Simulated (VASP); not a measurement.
# HfC (rocksalt type) (Fm-3m) in VASP: further runs

Runs on HfC (rocksalt type). Level: PBE. Tasks: single point.

All numbers are computed with VASP 6.6.1; they aren't measurements. Logs are shortened: lines on timing, memory, paths and dates and some standing lists are left out, and cuts for length are marked.

## Step 1: The cell of the first run

The structure is cubic, space group Fm-3m (No. 225). Conventional cell: a = 4.124 Å, b = 4.124 Å, c = 4.124 Å, α = 90.00°, β = 90.00°, γ = 90.00°. Hf (site symmetry m-3m) has 6 C at 2.06 Å within 2.7 Å. Within 2.7 Å of C (site symmetry m-3m) lie 6 Hf at 2.06 Å.

## Step 2: Single point, PBE

File INCAR:

```
PREC     = Accurate       # precision mode
ENCUT    = 520            # plane-wave cutoff, eV
EDIFF    = 1E-6           # SCF threshold, eV
ISMEAR   = -1             # smearing method
SIGMA    = 0.1            # smearing width, eV
LREAL    = F              # projectors in reciprocal space
LASPH    = T              # aspherical terms in the spheres
NELM     = 100            # most SCF steps
ALGO     = Normal         # electronic algorithm
ISIF     = 2              # what is computed and relaxed
LWAVE    = F              # write WAVECAR
LCHARG   = T              # write CHGCAR
GGA      = PE             # functional
LELF     = T              # ELF
LVHAR    = T            
NBANDS   = 14             # bands
```

File KPOINTS:

```
regular mesh
0
Gamma
  17 17 17
```

File POSCAR:

```
HfC
1.0
    0.0000000000      2.0620849805      2.0620849805
    2.0620849805      0.0000000000      2.0620849805
    2.0620849805      2.0620849805      0.0000000000
Hf C
1 1
Direct
    0.0000000000      0.0000000000      0.0000000000
    0.5000000000      0.5000000000      0.5000000000
```

Potentials or basis: VASP PAW PBE potentials, release 64 (Hf_pv, C).

Run with:

```
> cat potpaw_PBE.64/Hf_pv/POTCAR potpaw_PBE.64/C/POTCAR > POTCAR
> mpirun -np 1 vasp_std > vasp.out
```

OUTCAR:

```text
PREC = Accurate
   ENCUT = 520
   EDIFF = 1E-6
   ISMEAR = -1
   LREAL = F
   LASPH = T
   NELM = 100
   ISIF = 2
   GGA = PE

 ion  position               nearest neighbor table
   1  0.000  0.000  0.000-   2 2.06   2 2.06   2 2.06   2 2.06   2 2.06   2 2.06
   2  0.500  0.500  0.500-   1 2.06   1 2.06   1 2.06   1 2.06   1 2.06   1 2.06

  LATTYP: Found a face centered cubic cell.
 ALAT       =     4.1241699610

  Lattice vectors:

 A1 = (   0.0000000000,   2.0620849805,   2.0620849805)
 A2 = (   2.0620849805,   0.0000000000,   2.0620849805)
 A3 = (   2.0620849805,   2.0620849805,   0.0000000000)

Analysis of symmetry for initial positions (statically):
=====================================================================
 Subroutine PRICEL returns:
 Original cell was already a primitive cell.

 Routine SETGRP: Setting up the symmetry group for a
 face centered cubic supercell.

 Subroutine GETGRP returns: Found 48 space group operations
 (whereof 48 operations were pure point group operations)
 out of a pool of 48 trial point group operations.

The static configuration has the point symmetry O_h .

Analysis of symmetry for dynamics (positions and initial velocities):
=====================================================================
 Subroutine PRICEL returns:
 Original cell was already a primitive cell.

 Routine SETGRP: Setting up the symmetry group for a
 face centered cubic supercell.

 Subroutine GETGRP returns: Found 48 space group operations
 (whereof 48 operations were pure point group operations)
 out of a pool of 48 trial point group operations.

The dynamic configuration has the point symmetry O_h .

 Subroutine INISYM returns: Found 48 space group operations
 (whereof 48 operations are pure point group operations),
 and found     1 'primitive' translations

----------------------------------------------------------------------------------------

                                     Primitive cell

  volume of cell :      17.5368

  direct lattice vectors                    reciprocal lattice vectors
     0.000000000  2.062084980  2.062084980    -0.242473033  0.242473033  0.242473033
     2.062084980  0.000000000  2.062084980     0.242473033 -0.242473033  0.242473033
     2.062084980  2.062084980  0.000000000     0.242473033  0.242473033 -0.242473033

  length of vectors
     2.916228546  2.916228546  2.916228546     0.419975613  0.419975613  0.419975613

  position of ions in fractional coordinates (direct lattice)
     0.000000000  0.000000000  0.000000000
     0.500000000  0.500000000  0.500000000

  ion indices of the primitive-cell ions
   primitive index   ion index
                 1           1
                 2           2

----------------------------------------------------------------------------------------

 KPOINTS: regular mesh

Automatic generation of k-mesh.
 Grid dimensions read from file:
 generate k-points for:   17   17   17

 Generating k-lattice:

  Cartesian coordinates                     Fractional coordinates (reciprocal lattice)
    -0.014263120  0.014263120  0.014263120     0.058823529  0.000000000  0.000000000
     0.014263120 -0.014263120  0.014263120     0.000000000  0.058823529  0.000000000
     0.014263120  0.014263120 -0.014263120     0.000000000  0.000000000  0.058823529

  Length of vectors
     0.024704448  0.024704448  0.024704448

  Shift w.r.t. Gamma in fractional coordinates (k-lattice)
     0.000000000  0.000000000  0.000000000

 Subroutine IBZKPT returns following result:
 ===========================================

 Found    165 irreducible k-points:

 Following reciprocal coordinates:
            Coordinates               Weight
  0.000000  0.000000  0.000000      1.000000
  0.058824  0.000000  0.000000      8.000000
  0.117647  0.000000  0.000000      8.000000
  0.176471  0.000000  0.000000      8.000000
  0.235294  0.000000  0.000000      8.000000
  0.294118  0.000000  0.000000      8.000000
[... 16 lines left out ...]
 -0.176471  0.058824  0.000000     24.000000
 -0.117647  0.058824  0.000000     24.000000
 [... further k-points ...]
   k-points           NKPTS =    165   k-points in BZ     NKDIM =    165   number of bands    NBANDS=     14
   number of dos      NEDOS =    301   number of ions     NIONS =      2
   total plane-waves  NPLWV =  13824
   dimension x,y,z NGX =    24 NGY =   24 NGZ =   24
   dimension x,y,z NGXF=    48 NGYF=   48 NGZF=   48
   ions per type =               1   1
   NGX,Y,Z   is equivalent  to a cutoff of  13.68, 13.68, 13.68 a.u.
   NGXF,Y,Z  is equivalent  to a cutoff of  27.36, 27.36, 27.36 a.u.
 SYSTEM =  unknown system
   PREC   = accura    normal or accurate (medium, high low for compatibility)
   ISTART =      0    job   : 0-new  1-cont  2-samecut
   ICHARG =      2    charge: 1-file 2-atom 10-const
   ISPIN  =      1    spin polarized calculation?
   LNONCOLLINEAR =      F non collinear calculations
   LSORBIT =      F    spin-orbit coupling
   LASPH  =      T    aspherical Exc in radial PAW
   ENCUT  =  520.0 eV  38.22 Ry    6.18 a.u.   5.42  5.42  5.42*2*pi/ulx,y,z
   NELM   =    100;   NELMIN=  2; NELMDL= -5     # of ELM steps
   EDIFF  = 0.1E-05   stopping-criterion for ELM
   LREAL  =      F    real-space projection
   EDIFFG = 0.1E-04   stopping-criterion for IOM
   NSW    =      0    number of steps for IOM
   IBRION =     -1    ionic relax: 0-MD 1-quasi-New 2-CG
   NFREE  =      0    steps in history (QN), initial steepest desc. (CG)
   ISIF   =      2    stress and relaxation
   ISYM   =      2    0-nonsym 1-usesym 2-fastsym
   POTIM  = 0.5000    time-step for ionic-motion
   TEBEG  =    0.0;   TEEND  =   0.0 temperature during run
   PSTRESS=    0.0 pullay stress
   NELECT =      14.0000    total number of electrons
   NUPDOWN=      -1.0000    fix difference up-down
   EMIN   =  10.00;   EMAX   =-10.00  energy-range for DOS
   EFERMI =   0.00;   METHOD = LEGACY
   ISMEAR =    -1;   SIGMA  =   0.10  broadening in eV -4-tet -1-fermi 0-gaus
   EFERMI_NEDOS =   21; number of points for ismear=-14 and -15
   IALGO  =     38    algorithm
   IMIX   =      4    mixing-type and parameters
     AMIX     =   0.40;   BMIX     =  1.00
     AMIX_MAG =   1.60;   BMIX_MAG =  1.00
  volume/ion in A,a.u.               =       8.77        59.17
  Fermi-wavevector in a.u.,A,eV,Ry     =   1.518685  2.869898 31.380521  2.306403
  Thomas-Fermi vector in A             =   2.627772
   LORBIT       =      0    0 simple, 1 ext, 2 COOP (PROOUT), +10 PAW based schemes
   GGA     = PE    functional components
   LHFCALC =     F    Hartree Fock is set to
   AEXX    =    0.0000 exact exchange contribution
   IVDW    =     0    specifies the selected vdW correction
   LEPSILON=     F    determine dielectric tensor
   LRPA    =     F    only Hartree local field effects (RPA)
 non-spin polarized calculation
  energy-cutoff  :      520.00
  volume of cell :       17.54
 maximum number of plane-waves:       495
 NGX is ok and might be reduce to    24
   NGX = 11   NGY = 11   NGZ = 11

 number of electron      14.0000000 magnetization

 Free energy of the ion-electron system (eV)
  ---------------------------------------------------
  ext. energy  EPLUGINS =         0.00000000
  ---------------------------------------------------
  free energy    TOTEN  =       -17.98895365 eV

  energy without entropy =      -17.98201073  energy(sigma->0) =      -17.98548219

 E-fermi :   9.1960     XC(G=0): -14.1740

 val. band max:        9.1461709875   @ k =   0.3529   0.3529   0.0000
 cond. band min:       9.2661656055   @ k =   0.0588   0.0000   0.0000
 fundamental gap:      0.1199946180
 Fermi energy:         9.1960120500

 k-point     1 :       0.0000    0.0000    0.0000
  band No.  band energies     occupation
      1     -18.7573      2.00000
      2     -18.7573      2.00000
      3     -18.7573      2.00000
      4      -4.9334      2.00000
      5      10.2984      0.00003
      6      10.2984      0.00003
      7      10.2984      0.00003
      8      10.3705      0.00002
      9      10.3705      0.00002
     10      10.3705      0.00002
     11      13.5830      0.00000
     12      13.5830      0.00000
     13      20.7778      0.00000
     14      21.1266      0.00000

 k-point     2 :       0.0588    0.0000    0.0000
  band No.  band energies     occupation
      1     -18.8553      2.00000
      2     -18.7642      2.00000
      3     -18.7642      2.00000
      4      -4.7674      2.00000
      5       9.2662      0.66294
      6       9.5573      0.05252
      7       9.5573      0.05252
      8      10.7126      0.00000
      9      10.7126      0.00000
     10      11.1850      0.00000
     11      14.2593      0.00000
     12      14.2593      0.00000
     13      20.9487      0.00000
     14      21.5108      0.00000

 k-point     3 :       0.1176    0.0000    0.0000
  band No.  band energies     occupation
      1     -19.1261      2.00000
      2     -18.7838      2.00000
      3     -18.7838      2.00000
      4      -4.2959      2.00000
      5       8.0795      1.99997
      6       8.4898      1.99829
      7       8.4898      1.99829
      8      11.1467      0.00000
      9      11.1467      0.00000
     10      11.8004      0.00000
     11      15.7161      0.00000
     12      15.7161      0.00000
     13      21.4071      0.00000
     14      22.6011      0.00000

 k-point     4 :       0.1765    0.0000    0.0000
  band No.  band energies     occupation
      1     -19.5125      2.00000
      2     -18.8133      2.00000
      3     -18.8133      2.00000
      4      -3.5877      2.00000
      5       6.8734      2.00000
      6       7.4360      2.00000
      7       7.4360      2.00000
      8      11.7948      0.00000
      9      11.7948      0.00000
     10      12.2796      0.00000
     11      17.4618      0.00000
     12      17.4618      0.00000
     13      21.9963      0.00000
     14      24.2246      0.00000

 k-point     5 :       0.2353    0.0000    0.0000
  band No.  band energies     occupation
      1     -19.9457      2.00000
      2     -18.8484      2.00000
      3     -18.8484      2.00000
      4      -2.7283      2.00000
      5       5.7140      2.00000
      6       6.5054      2.00000
      7       6.5054      2.00000
      8      12.6563      0.00000
      9      12.6563      0.00000
     10      12.7704      0.00000
     11      19.3300      0.00000
[... 276 lines left out ...]
 k-point    22 :      -0.2353    0.0588    0.0000
  band No.  band energies     occupation
      1     -20.0909      2.00000
      2     -18.9613      2.00000
      3     -18.8243      2.00000
      4      -2.3298      2.00000
      5       5.1248      2.00000
      6       5.9676      2.00000
      7       6.5673      2.00000
      8      12.4742      0.00000
      9      12.7652      0.00000
     10      14.1288      0.00000
     11      18.8991      0.00000
     12      21.0015      0.00000
     13      22.6054      0.00000
     14      24.9026      0.00000

 k-point    23 :      -0.1765    0.0588    0.0000
  band No.  band energies     occupation
      1     -19.6722      2.00000
      2     -18.9166      2.00000
      3     -18.7903      2.00000
      4      -3.2029      2.00000
      5       6.2514      2.00000
      6       6.7775      2.00000
      7       7.3408      2.00000
      8      11.6074      0.00000
      9      12.3030      0.00000
     10      13.1693      0.00000
     11      17.1374      0.00000
     12      19.1196      0.00000
     13      22.3311      0.00000
     14      24.9062      0.00000

 k-point    24 :      -0.1176    0.0588    0.0000
  band No.  band energies     occupation
      1     -19.2815      2.00000
      2     -18.8671      2.00000
      3     -18.7670      2.00000
      4      -3.9547      2.00000
      5       7.4381      2.00000
      6       7.7440      2.00000
      7       8.1503      1.99994
      8      10.9608      0.00000
      9      11.9329      0.00000
     10      12.3563      0.00000
     11      15.5671      0.00000
     12      17.2937      0.00000
     13      21.7584      0.00000
     14      23.3770      0.00000

 [... further k-points ...]

------------------------ aborting loop because EDIFF is reached ----------------------------------------

  FORCE on cell =-STRESS in cart. coord.  units (eV):
  Direction    XX          YY          ZZ          XY          YZ          ZX
  --------------------------------------------------------------------------------------
  -------------------------------------------------------------------------------------
  Total       19.1158112     19.1158112     19.1158112      0.0000000      0.0000000     -0.0000000
  in kB     1746.4398888   1746.4398888   1746.4398888      0.0000000      0.0000000     -0.0000000
  external PRESSURE =    1746.4398888 kB  Pullay stress =       0.0000000 kB

 VOLUME and BASIS-vectors are now :
 -----------------------------------------------------------------------------
  energy-cutoff  :      520.00
  volume of cell :       17.54
      direct lattice vectors                 reciprocal lattice vectors
     0.000000000  2.062084980  2.062084980    -0.242473033  0.242473033  0.242473033
     2.062084980  0.000000000  2.062084980     0.242473033 -0.242473033  0.242473033
     2.062084980  2.062084980  0.000000000     0.242473033  0.242473033 -0.242473033

 POSITION                                       TOTAL-FORCE (eV/Angst)
 -----------------------------------------------------------------------------------
      0.00000      0.00000      0.00000        -0.000000      0.000000     -0.000000
      2.06208      2.06208      2.06208         0.000000     -0.000000      0.000000
 -----------------------------------------------------------------------------------
    total drift:                                0.000000     -0.000000     -0.000000

  FREE ENERGIE OF THE ION-ELECTRON SYSTEM (eV)
  ---------------------------------------------------
  free  energy   TOTEN  =       -17.9889536520 eV

  energy  without entropy=      -17.9820107316  energy(sigma->0) =      -17.98548219
```

Run time: 24 s. Hardware: 1 thread of Intel Xeon 6975P-C (Granite Rapids), shared host; peak memory 0.17 GiB.

What came out:

```
Free energy            : -17.9890 eV
Pressure               : 174.6 GPa
Band gap on the k mesh : zero (band 7 reaches 10.30 eV, above the bottom of band 8 at 8.67 eV)
```

Caveat: spin-orbit coupling is left out, which moves the levels of the heavy elements.

## Step 3: Single point, PBE

File INCAR:

```
SYSTEM = HfC
  ALGO = Normal
  EDIFF = 1E-6
  ENCUT = 520
  GGA = PE
  ISIF = 2
  ISMEAR = -1
  LASPH = .TRUE.
  LCHARG = .TRUE.
  LELF = .TRUE.
  LREAL = .FALSE.
  LVHAR = .TRUE.
  LWAVE = .FALSE.
  NBANDS = 14
  NELM = 60
  PREC = Accurate
  SIGMA = 0.1
```

File KPOINTS:

```
k-points
0
G
  17 17 17
  0 0 0
```

File POSCAR:

```
HfC
1.0
    0.0000000000      2.0622757088      2.0622757088
    2.0622757088      0.0000000000      2.0622757088
    2.0622757088      2.0622757088      0.0000000000
Hf C
1 1
Direct
    0.0000000000      0.0000000000      0.0000000000
    0.5000000000      0.5000000000      0.5000000000
```

Potentials or basis: VASP PAW PBE potentials, release 64 (Hf_pv, C).

Run with:

```
> cat potpaw_PBE.64/Hf_pv/POTCAR potpaw_PBE.64/C/POTCAR > POTCAR
> mpirun -np 1 vasp_std > vasp.out
```

It took 29 s on 1 thread of Intel Xeon 6975P-C (Granite Rapids), shared host; peak memory 0.17 GiB.

The run converged. Its results:

| Item | Value |
| --- | --- |
| Free energy | -17.9943 eV |
| Pressure | 174.4 GPa |
| Band gap on the k mesh | zero (band 7 reaches 10.30 eV, above the bottom of band 8 at 8.67 eV) |

Levels at points of the mesh, in eV from the Fermi level:
```
           k point  band 3  band 4  band 5  band 6  band 7  band 8  band 9  band 10  band 11  band 12
(0.00, 0.00, 0.00)  -27.95  -14.13    1.10    1.10    1.10    1.18    1.18     1.18     4.39     4.39
```

Caveat: spin-orbit coupling is left out, which moves the levels of the heavy elements.
